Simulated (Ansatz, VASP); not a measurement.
# PbO2: VASP beside Ansatz

```xyz
6
Lattice="-2.1442 2.1442 5.4788 2.1442 -2.1442 5.4788 2.1442 2.1442 -5.4788" Properties=species:S:1:pos:R:3 pbc="T T T"
Pb    0.0000    0.0000    0.0000
Pb    0.0000    2.1442    2.7394
O     0.0000    0.0000    8.7592
O     0.0000    2.1442    4.9378
O     0.0000    2.1442    0.5410
O     0.0000    0.0000    2.1984
```

Alike in both runs: functional PBE; k mesh 6 × 6 × 6; occupations gaussian, width 0.1 eV; no spin polarisation.

Ansatz relaxed the structure, and its values are those at the end. VASP's run is a single point on that final structure, the one shown.

|  | VASP | Ansatz |
| --- | --- | --- |
| version | VASP 6.6.1 | Ansatz 0.2.0 |
| potentials or method | VASP PAW PBE potentials, release 64 (Pb_d, O), cutoff 520 eV | scalar-relativistic, plane waves, PAW |
| valence electrons in the cell | 52 | 52 |

Ansatz gave:

- gap on the k mesh at the Fermi level (eV): none
- pressure (GPa): 0.1
- rms of the force components (eV/Å): 0.000

**Question.** Which values does VASP return?

**Answer.** gap on the k mesh at the Fermi level (eV): none; pressure (GPa): 0.3; rms of the force components (eV/Å): 0.008.

A gap of «none» marks a metal or a gap that the smearing closes. The functional is the same, so the differences come from potentials, cutoffs and numerics.

Spin-orbit coupling is off throughout.
